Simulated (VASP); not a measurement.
# Ge (I4_1/amd) in VASP: a series of runs

The runs below take Ge through single point, with LDA.

Program: VASP 6.6.1. These are calculated values, not measurements. Logs are shortened: lines on timing, memory, paths and dates and some standing lists are left out, and cuts for length are marked.

## Step 1: The cell of the first run

Symmetry: I4_1/amd, No. 141, tetragonal system. The conventional cell has a = 3.983 Å, b = 3.983 Å, c = 5.301 Å, α = 90.00°, β = 90.00°, γ = 90.00°. Within 3.2 Å of Ge (site symmetry -4m2) lie 4 Ge at 2.39 Å.

## Step 2: Single point, LDA (21.02 Å³/atom)

INCAR

```
PREC = Accurate
ENCUT = 520
EDIFF = 1E-7
ISMEAR = 0
SIGMA = 0.15
LREAL = False
LASPH = True
NELM = 60
ALGO = Normal
ISIF = 2
LWAVE = False
LCHARG = False
NBANDS = 21
```

KPOINTS

```
Automatic mesh
0
Gamma
  16 16 16
```

POSCAR

```
Ge
1.0
    0.0000000000      2.8164372330      2.6505490800
    2.8164372330      0.0000000000      2.6505490800
    2.8164372330      2.8164372330      0.0000000000
Ge
2
Direct
    0.5000000000      0.5000000000      0.5000000000
    0.7500000000      0.7500000000      0.7500000000
```

Potentials or basis: VASP PAW LDA potentials, release 64 (Ge_d).

Launch:

```
> cat potpaw_LDA.64/Ge_d/POTCAR > POTCAR
> mpirun -np 1 vasp_std > vasp.out
```

OUTCAR:

```text
PREC = Accurate
   ENCUT = 520
   EDIFF = 1E-7
   ISMEAR = 0
   LREAL = False
   LASPH = True
   NELM = 60
   ISIF = 2

 ion  position               nearest neighbor table
   1  0.500  0.500  0.500-   2 2.39   2 2.39   2 2.39   2 2.39
   2  0.750  0.750  0.750-   1 2.39   1 2.39   1 2.39   1 2.39

  LATTYP: Found a body centered tetragonal cell.
 ALAT       =     3.9830437325
 C/A-ratio  =     1.3309163836

  Lattice vectors:

 A1 = (   0.0000000000,  -2.8164372330,  -2.6505490800)
 A2 = (   0.0000000000,   2.8164372330,  -2.6505490800)
 A3 = (   2.8164372330,   0.0000000000,   2.6505490800)

Analysis of symmetry for initial positions (statically):
=====================================================================
 Subroutine PRICEL returns:
 Original cell was already a primitive cell.

 Routine SETGRP: Setting up the symmetry group for a
 body centered tetragonal supercell.

 Subroutine GETGRP returns: Found 16 space group operations
 (whereof  8 operations were pure point group operations)
 out of a pool of 16 trial point group operations.

The static configuration has the point symmetry D_2d.
 The point group associated with its full space group is D_4h.

Analysis of symmetry for dynamics (positions and initial velocities):
=====================================================================
 Subroutine PRICEL returns:
 Original cell was already a primitive cell.

 Routine SETGRP: Setting up the symmetry group for a
 body centered tetragonal supercell.

 Subroutine GETGRP returns: Found 16 space group operations
 (whereof  8 operations were pure point group operations)
 out of a pool of 16 trial point group operations.

The dynamic configuration has the point symmetry D_2d.
 The point group associated with its full space group is D_4h.

 Subroutine INISYM returns: Found 16 space group operations
 (whereof  8 operations are pure point group operations),
 and found     1 'primitive' translations

----------------------------------------------------------------------------------------

                                     Primitive cell

  volume of cell :      42.0500

  direct lattice vectors                    reciprocal lattice vectors
     0.000000000  2.816437233  2.650549080    -0.177529254  0.177529254  0.188640159
     2.816437233  0.000000000  2.650549080     0.177529254 -0.177529254  0.188640159
     2.816437233  2.816437233  0.000000000     0.177529254  0.177529254 -0.188640159

  length of vectors
     3.867522348  3.867522348  3.983043732     0.314035637  0.314035637  0.314035637

  position of ions in fractional coordinates (direct lattice)
     0.500000000  0.500000000  0.500000000
     0.750000000  0.750000000  0.750000000

  ion indices of the primitive-cell ions
   primitive index   ion index
                 1           1
                 2           2

----------------------------------------------------------------------------------------

 KPOINTS: Automatic mesh

Automatic generation of k-mesh.
 Grid dimensions read from file:
 generate k-points for:   16   16   16

 Generating k-lattice:

  Cartesian coordinates                     Fractional coordinates (reciprocal lattice)
    -0.011095578  0.011095578  0.011790010     0.062500000 -0.000000000  0.000000000
     0.011095578 -0.011095578  0.011790010    -0.000000000  0.062500000  0.000000000
     0.011095578  0.011095578 -0.011790010     0.000000000  0.000000000  0.062500000

  Length of vectors
     0.019627227  0.019627227  0.019627227

  Shift w.r.t. Gamma in fractional coordinates (k-lattice)
     0.000000000  0.000000000  0.000000000

 Subroutine IBZKPT returns following result:
 ===========================================

 Found    349 irreducible k-points:

 Following reciprocal coordinates:
            Coordinates               Weight
  0.000000  0.000000  0.000000      1.000000
  0.062500  0.000000  0.000000      8.000000
  0.125000  0.000000  0.000000      8.000000
  0.187500  0.000000  0.000000      8.000000
  0.250000  0.000000  0.000000      8.000000
  0.312500  0.000000  0.000000      8.000000
[... 16 lines left out ...]
 -0.125000  0.062500  0.000000      8.000000
 -0.062500  0.062500  0.000000      4.000000
 [... further k-points ...]
   k-points           NKPTS =    349   k-points in BZ     NKDIM =    349   number of bands    NBANDS=     21
   number of dos      NEDOS =    301   number of ions     NIONS =      2
   total plane-waves  NPLWV =  27000
   dimension x,y,z NGX =    30 NGY =   30 NGZ =   30
   dimension x,y,z NGXF=    60 NGYF=   60 NGZF=   60
   ions per type =               2
   NGX,Y,Z   is equivalent  to a cutoff of  12.90, 12.90, 12.52 a.u.
   NGXF,Y,Z  is equivalent  to a cutoff of  25.79, 25.79, 25.04 a.u.
 SYSTEM =  unknown system
   PREC   = accura    normal or accurate (medium, high low for compatibility)
   ISTART =      0    job   : 0-new  1-cont  2-samecut
   ICHARG =      2    charge: 1-file 2-atom 10-const
   ISPIN  =      1    spin polarized calculation?
   LNONCOLLINEAR =      F non collinear calculations
   LSORBIT =      F    spin-orbit coupling
   LASPH  =      T    aspherical Exc in radial PAW
   ENCUT  =  520.0 eV  38.22 Ry    6.18 a.u.   7.19  7.19  7.41*2*pi/ulx,y,z
   NELM   =     60;   NELMIN=  2; NELMDL= -5     # of ELM steps
   EDIFF  = 0.1E-06   stopping-criterion for ELM
   LREAL  =      F    real-space projection
   EDIFFG = 0.1E-05   stopping-criterion for IOM
   NSW    =      0    number of steps for IOM
   IBRION =     -1    ionic relax: 0-MD 1-quasi-New 2-CG
   NFREE  =      0    steps in history (QN), initial steepest desc. (CG)
   ISIF   =      2    stress and relaxation
   ISYM   =      2    0-nonsym 1-usesym 2-fastsym
   POTIM  = 0.5000    time-step for ionic-motion
   TEBEG  =    0.0;   TEEND  =   0.0 temperature during run
   PSTRESS=    0.0 pullay stress
   NELECT =      28.0000    total number of electrons
   NUPDOWN=      -1.0000    fix difference up-down
   EMIN   =  10.00;   EMAX   =-10.00  energy-range for DOS
   EFERMI =   0.00;   METHOD = LEGACY
   ISMEAR =     0;   SIGMA  =   0.15  broadening in eV -4-tet -1-fermi 0-gaus
   EFERMI_NEDOS =   21; number of points for ismear=-14 and -15
   IALGO  =     38    algorithm
   IMIX   =      4    mixing-type and parameters
     AMIX     =   0.40;   BMIX     =  1.00
     AMIX_MAG =   1.60;   BMIX_MAG =  1.00
  volume/ion in A,a.u.               =      21.02       141.88
  Fermi-wavevector in a.u.,A,eV,Ry     =   1.429570  2.701496 27.805834  2.043671
  Thomas-Fermi vector in A             =   2.549510
   LORBIT       =      0    0 simple, 1 ext, 2 COOP (PROOUT), +10 PAW based schemes
   GGA     = CA    functional components
   LHFCALC =     F    Hartree Fock is set to
   AEXX    =    0.0000 exact exchange contribution
   IVDW    =     0    specifies the selected vdW correction
   LEPSILON=     F    determine dielectric tensor
   LRPA    =     F    only Hartree local field effects (RPA)
 non-spin polarized calculation
 Gauss-broadening in eV      SIGMA  =   0.15
  energy-cutoff  :      520.00
  volume of cell :       42.05
 maximum number of plane-waves:      1154
 NGX is ok and might be reduce to    30
   NGX = 15   NGY = 15   NGZ = 15

 number of electron      27.9999985 magnetization

 Free energy of the ion-electron system (eV)
  ---------------------------------------------------
  ext. energy  EPLUGINS =         0.00000000
  ---------------------------------------------------
  free energy    TOTEN  =       -10.33508427 eV

  energy without entropy =      -10.33430637  energy(sigma->0) =      -10.33469532

 E-fermi :   5.5506     XC(G=0): -10.6461

 val. band max:        5.5364710226   @ k =   0.0625   0.0000   0.0000
 cond. band min:       5.6297686657   @ k =   0.4375   0.3750   0.0000
 fundamental gap:      0.0932976431
 Fermi energy:         5.5505696471

 k-point     1 :       0.0000    0.0000    0.0000
  band No.  band energies     occupation
      1     -19.6000      2.00000
      2     -19.5790      2.00000
      3     -19.5790      2.00000
      4     -19.5489      2.00000
      5     -19.5377      2.00000
      6     -19.3012      2.00000
[... 13 lines left out ...]
     20      14.5984      0.00000
     21      15.6772      0.00000

 k-point     2 :       0.0625    0.0000    0.0000
  band No.  band energies     occupation
      1     -19.6012      2.00000
      2     -19.5827      2.00000
      3     -19.5804      2.00000
      4     -19.5438      2.00000
      5     -19.5336      2.00000
      6     -19.3049      2.00000
[... 13 lines left out ...]
     20      14.2283      0.00000
     21      14.9894      0.00000

 k-point     3 :       0.1250    0.0000    0.0000
  band No.  band energies     occupation
      1     -19.6051      2.00000
      2     -19.5895      2.00000
      3     -19.5816      2.00000
      4     -19.5332      2.00000
      5     -19.5241      2.00000
      6     -19.3134      2.00000
[... 13 lines left out ...]
     20      13.7708      0.00000
     21      14.3987      0.00000

 k-point     4 :       0.1875    0.0000    0.0000
  band No.  band energies     occupation
      1     -19.6108      2.00000
      2     -19.5955      2.00000
      3     -19.5803      2.00000
      4     -19.5216      2.00000
      5     -19.5134      2.00000
      6     -19.3227      2.00000
[... 13 lines left out ...]
     20      13.5965      0.00000
     21      14.2571      0.00000

 k-point     5 :       0.2500    0.0000    0.0000
  band No.  band energies     occupation
      1     -19.6164      2.00000
      2     -19.5998      2.00000
      3     -19.5775      2.00000
      4     -19.5112      2.00000
      5     -19.5038      2.00000
      6     -19.3308      2.00000
[... 13 lines left out ...]
     20      13.8245      0.00000
     21      14.3170      0.00000

 k-point     6 :       0.3125    0.0000    0.0000
  band No.  band energies     occupation
      1     -19.6207      2.00000
      2     -19.6022      2.00000
      3     -19.5741      2.00000
      4     -19.5033      2.00000
      5     -19.4966      2.00000
      6     -19.3371      2.00000
[... 13 lines left out ...]
     20      14.4568      0.00000
     21      14.5719      0.00000

 k-point     7 :       0.3750    0.0000    0.0000
  band No.  band energies     occupation
      1     -19.6237      2.00000
      2     -19.6033      2.00000
      3     -19.5710      2.00000
      4     -19.4982      2.00000
      5     -19.4919      2.00000
      6     -19.3412      2.00000
[... 13 lines left out ...]
     20      15.2741      0.00000
     21      15.4017      0.00000
[... 291 lines left out ...]
      1     -19.6248      2.00000
      2     -19.6070      2.00000
      3     -19.5713      2.00000
      4     -19.4951      2.00000
      5     -19.4928      2.00000
      6     -19.3427      2.00000
[... 13 lines left out ...]
     20      14.0590      0.00000
     21      15.5966      0.00000

 k-point    21 :      -0.2500    0.0625    0.0000
  band No.  band energies     occupation
      1     -19.6203      2.00000
      2     -19.6056      2.00000
      3     -19.5763      2.00000
      4     -19.5009      2.00000
      5     -19.4997      2.00000
      6     -19.3383      2.00000
[... 13 lines left out ...]
     20      13.5346      0.00000
     21      15.1934      0.00000

 k-point    22 :      -0.1875    0.0625    0.0000
  band No.  band energies     occupation
      1     -19.6146      2.00000
      2     -19.6021      2.00000
      3     -19.5806      2.00000
      4     -19.5099      2.00000
      5     -19.5089      2.00000
      6     -19.3317      2.00000
[... 13 lines left out ...]
     20      13.4390      0.00000
     21      14.6488      0.00000

 k-point    23 :      -0.1250    0.0625    0.0000
  band No.  band energies     occupation
      1     -19.6085      2.00000
      2     -19.5966      2.00000
      3     -19.5831      2.00000
      4     -19.5220      2.00000
      5     -19.5184      2.00000
      6     -19.3233      2.00000
[... 13 lines left out ...]
     20      13.2952      0.00000
     21      14.0007      0.00000

 k-point    24 :      -0.0625    0.0625    0.0000
  band No.  band energies     occupation
      1     -19.6037      2.00000
      2     -19.5895      2.00000
      3     -19.5826      2.00000
      4     -19.5343      2.00000
      5     -19.5276      2.00000
      6     -19.3139      2.00000
[... 13 lines left out ...]
     20      13.6119      0.00000
     21      14.3527      0.00000

 [... further k-points ...]
[... 5 lines left out ...]
  --------------------------------------------------------------------------------------
  -------------------------------------------------------------------------------------
  Total        0.8556198      0.8556198      1.9023688      0.0000000     -0.0000000      0.0000000
  in kB       32.6005876     32.6005876     72.4835246      0.0000000     -0.0000000      0.0000000
  external PRESSURE =      45.8948999 kB  Pullay stress =       0.0000000 kB

 VOLUME and BASIS-vectors are now :
 -----------------------------------------------------------------------------
  energy-cutoff  :      520.00
  volume of cell :       42.05
      direct lattice vectors                 reciprocal lattice vectors
     0.000000000  2.816437233  2.650549080    -0.177529254  0.177529254  0.188640159
     2.816437233  0.000000000  2.650549080     0.177529254 -0.177529254  0.188640159
     2.816437233  2.816437233  0.000000000     0.177529254  0.177529254 -0.188640159

 POSITION                                       TOTAL-FORCE (eV/Angst)
 -----------------------------------------------------------------------------------
      2.81644      2.81644      2.65055        -0.000000     -0.000000      0.000000
      4.22466      4.22466      3.97582         0.000000      0.000000     -0.000000
 -----------------------------------------------------------------------------------
    total drift:                                0.000000     -0.000000     -0.000000

  FREE ENERGIE OF THE ION-ELECTRON SYSTEM (eV)
  ---------------------------------------------------
  free  energy   TOTEN  =       -10.3350842672 eV

  energy  without entropy=      -10.3343063693  energy(sigma->0) =      -10.33469532
```

It took 1.7 min on 1 thread of Intel Xeon 6975P-C (Granite Rapids), shared host; peak memory 0.33 GiB.

What came out:

```
Free energy            : -10.3351 eV
Pressure               : 4.6 GPa
Band gap on the k mesh : zero (bands 14 and 15 overlap by 0.31 eV)
```

Levels at points of the mesh, in eV from the Fermi level:
```
           k point  band 11  band 12  band 13  band 14  band 15  band 16  band 17  band 18
(0.00, 0.00, 0.00)   -13.46    -0.23    -0.23     0.23     0.44     2.30     2.60     2.60
(0.50, 0.00, 0.00)   -11.18    -8.07    -1.87    -1.32     0.15     3.47     3.98     6.98
(0.50, 0.50, 0.00)    -9.07    -9.07    -3.71    -3.71     0.16     0.16     9.96     9.96
(0.50, 0.00, 0.50)    -9.40    -9.40    -3.25    -3.25     0.67     0.67     9.71     9.71
```

Caveat: the cell stands under pressure; semilocal functionals underestimate gaps, and a narrow one can read as zero.

## Step 3: Single point, LDA (21.03 Å³/atom)

INCAR

```
  PREC = Accurate
  ENCUT = 520
  EDIFF = 1E-6
  ISMEAR = 0
  SIGMA = 0.15
  LREAL = False
  LASPH = True
  NELM = 60
  ALGO = Normal
  ISIF = 2
  LWAVE = False
  LCHARG = False
  GGA = CA
  NBANDS = 21
```

KPOINTS

```
regular mesh
0
Gamma
  16 16 16
```

POSCAR

```
Ge
1.0
    0.0000000000      2.5975655496      3.1160396333
    2.5975655496      0.0000000000      3.1160396333
    2.5975655496      2.5975655496      0.0000000000
Ge
2
Direct
    0.5000000000      0.5000000000      0.5000000000
    0.7500000000      0.7500000000      0.7500000000
```

Potentials or basis: VASP PAW LDA potentials, release 64 (Ge_d).

Launch:

```
> cat potpaw_LDA.64/Ge_d/POTCAR > POTCAR
> mpirun -np 1 vasp_std > vasp.out
```

It took 90 s on 1 thread of Intel Xeon 6975P-C (Granite Rapids), shared host; peak memory 0.33 GiB.

It converged, with:

| Item | Value |
| --- | --- |
| Free energy | -10.0977 eV |
| Pressure | 4.7 GPa |
| Band gap on the k mesh | zero (bands 14 and 15 overlap by 0.98 eV) |

Stress tensor (GPa, compression positive):
```
10.23  0.00  0.00
 0.00 10.23  0.00
 0.00  0.00 -6.39
```

Levels at points of the mesh, in eV from the Fermi level:
| k point | band 11 | band 12 | band 13 | band 14 | band 15 | band 16 | band 17 | band 18 |
| --- | --- | --- | --- | --- | --- | --- | --- | --- |
| (0.00, 0.00, 0.00) | -13.42 | -1.26 | 0.03 | 0.53 | 0.53 | 2.38 | 2.38 | 3.22 |
| (0.50, 0.00, 0.00) | -11.10 | -8.04 | -2.50 | -0.56 | -0.45 | 3.91 | 4.36 | 7.28 |
| (0.50, 0.50, 0.00) | -9.91 | -9.91 | -2.38 | -2.38 | 1.64 | 1.64 | 9.64 | 9.64 |
| (0.50, 0.00, 0.50) | -8.89 | -8.89 | -3.73 | -3.73 | 0.04 | 0.04 | 8.37 | 8.37 |

Caveat: the stress differs along the axes, from -6 to 10 GPa.

The gap in the log of VASP goes by the Fermi energy; the results here count the filled bands.